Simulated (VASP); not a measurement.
Set up this calculation in VASP 6.6.1, as the native input.

```yaml
Task: single point
Functional: revPBE
Potentials_or_basis: VASP PAW PBE potentials, release 64 (Na_pv)
Cutoff: 520 eV
k_mesh: 11 × 11 × 11
Occupations: fermi-dirac, width 0.1 eV
Spin: no spin polarisation
Dipole_correction: no
Further_INCAR_settings: ALGO = Normal; EDIFF = 1e-06; NBANDS = 14
```

The structure of Na lies in POSCAR:

```
Na
1.0
   -4.4969303352      4.5055194775      1.8546021098
    4.5055194775     -4.4969303352      1.8546021098
    2.3628330908      2.3628330908     -1.8388710800
Na
2
Direct
    0.0001156605      0.9998843395      1.0000000000
    0.7498843395      0.2501156605      0.5000000000
```

These files were run (other wordings do the same):

INCAR

```
PREC = Accurate
ENCUT = 520
EDIFF = 1E-6
ISMEAR = -1
SIGMA = 0.1
LREAL = False
LASPH = True
NELM = 100
ALGO = Normal
ISIF = 2
LWAVE = False
LCHARG = False
GGA = RE
NBANDS = 14
```

KPOINTS

```
Automatic mesh
0
Gamma
  11 11 11
```

Potentials or basis: VASP PAW PBE potentials, release 64 (Na_pv).

Run with:

```console
$ cat potpaw_PBE.64/Na_pv/POTCAR > POTCAR
$ mpirun -np 1 vasp_std > vasp.out
```

Results of the run:

```json
{"Pressure": "0.0 GPa", "Band gap on the k mesh": "zero (bands 7 and 8 overlap by 3.71 eV)"}
```

Caveat: the PAW data sets were made with another functional, which shifts forces and pressure a little.

Wall time 2.3 min on 1 thread of Intel(R) Xeon(R) 6975P-C (Granite Rapids), on a shared host, peak memory 0.45 GiB.
